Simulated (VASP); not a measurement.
Runs of VASP 6.6.1 on Cd. The structure is that of space group P6_3/mmc (No. 194), or close to it. The cells are those of the table. 

```tsv
cell	further INCAR settings	gap on the mesh (eV)	pressure (GPa)
a = 2.890, b = 2.890, c = 5.618 Å, angles 90.0, 90.0, 120.0°, 2 atoms	ALGO = Fast; EDIFF = 1e-07; NBANDS = 19	none	8.6
a = 3.098, b = 3.098, c = 5.618 Å, angles 90.0, 90.0, 120.0°, 2 atoms	ALGO = Fast; EDIFF = 1e-06; NBANDS = 19	none	(b)
a = 2.860, b = 2.860, c = 5.618 Å, angles 90.0, 90.0, 120.0°, 2 atoms	ALGO = Fast; EDIFF = 1e-07; NBANDS = 19	none	10.9
a = 3.083, b = 3.083, c = 5.618 Å, angles 90.0, 90.0, 120.0°, 2 atoms	ALGO = Fast; EDIFF = 1e-07; NBANDS = 19	none	(a)
a = 3.068, b = 3.068, c = 5.618 Å, angles 90.0, 90.0, 120.0°, 2 atoms	ALGO = Fast; EDIFF = 1e-06; NBANDS = 19	none	-0.1
a = 3.038, b = 3.038, c = 5.618 Å, angles 90.0, 90.0, 120.0°, 2 atoms	ALGO = Fast; EDIFF = 1e-06; NBANDS = 19	none	0.9
a = 3.009, b = 3.009, c = 5.618 Å, angles 90.0, 90.0, 120.0°, 2 atoms	ALGO = Fast; EDIFF = 1e-06; NBANDS = 19	none	2.0
a = 2.919, b = 2.919, c = 5.618 Å, angles 90.0, 90.0, 120.0°, 2 atoms	ALGO = Fast; EDIFF = 1e-07; NBANDS = 19	none	(c)
a = 2.949, b = 2.949, c = 5.618 Å, angles 90.0, 90.0, 120.0°, 2 atoms	ALGO = Fast; EDIFF = 1e-06; NBANDS = 19	none	4.8
```

Alike in all rows: task single point; level PBE; potentials or basis VASP PAW PBE potentials, release 64 (Cd); no spin polarisation; k mesh 18 × 18 × 8; cutoff (eV) 520; smearing gaussian 0.15 eV.

Task: Fill in the values left out.

Result: (a) -0.5; (b) -0.9; (c) 6.5.

Caveats: the cell stands under pressure (at least some runs).

A k mesh can miss the band edges, and the runs leave out spin-orbit coupling on Cd.

A gap of «none» marks levels without a gap at the run's occupations.
